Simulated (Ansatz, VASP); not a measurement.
## Cu in VASP and in Ansatz

Contents of INCAR:

```
PREC     = Accurate       # precision mode
ENCUT    = 520            # plane-wave cutoff, eV
EDIFF    = 1E-8           # SCF threshold, eV
ISMEAR   = -1             # smearing method
SIGMA    = 0.03           # smearing width, eV
LREAL    = False          # projectors in reciprocal space
LASPH    = True           # aspherical terms in the spheres
NELM     = 60             # most SCF steps
ALGO     = Normal         # electronic algorithm
ISIF     = 2              # what is computed and relaxed
LWAVE    = False          # write WAVECAR
LCHARG   = False          # write CHGCAR
GGA      = PS             # functional
LEFG     = True         
NBANDS   = 12             # bands
```

File KPOINTS:

```
Automatic mesh
0
Gamma
  17 17 17
```

The input POSCAR:

```
Cu
1.0
    0.0000000000      1.8312856224      1.8312856224
    1.8312856224      0.0000000000      1.8312856224
    1.8312856224      1.8312856224      0.0000000000
Cu
1
Direct
    0.0000000000      0.0000000000      0.0000000000
```

Input for Ansatz:

```yaml
crystal:
  lattice:
    - [0.0, 1.8312856224, 1.8312856224]
    - [1.8312856224, 0.0, 1.8312856224]
    - [1.8312856224, 1.8312856224, 0.0]
  atoms:
    - { symbol: Cu, position: [0.0, 0.0, 0.0] }
kpoints:
  mp_grid: { grid: [17, 17, 17] }
scf:
  occupations: { method: fermi_dirac, width: 0.03 }
hamiltonian:
  xc: pbesol
  pseudopotentials: { kind: paw }
output:
  forces: true
  stress: true
  eigenvalues: true
  efg: { contact_densities: true }
```

Change from the starting cell: volume scaled by 1.04, PAW files.

Alike in both runs: task electric field gradients; functional PBEsol; k mesh 17 × 17 × 17; occupations fermi-dirac, width 0.03 eV; no spin polarisation.

|  | VASP | Ansatz |
| --- | --- | --- |
| version | VASP 6.6.1 | Ansatz 0.2.0 |
| potentials or method | VASP PAW PBE potentials, release 64 (Cu) | PAW with Ansatz's default frozen-core files, scalar-relativistic |
| plane-wave cutoff (eV) | 520 | 420 |
| valence electrons in the cell | 11 | 19 |

```csv
,VASP,Ansatz,Ansatz less VASP
pressure (GPa),-10.8,-11.5,-0.67
```

VASP's potentials were made for PBE, not for PBEsol. VASP's potentials hold 11 valence electrons a cell and Ansatz's 19, so a difference there can come from the potentials and not from the codes.
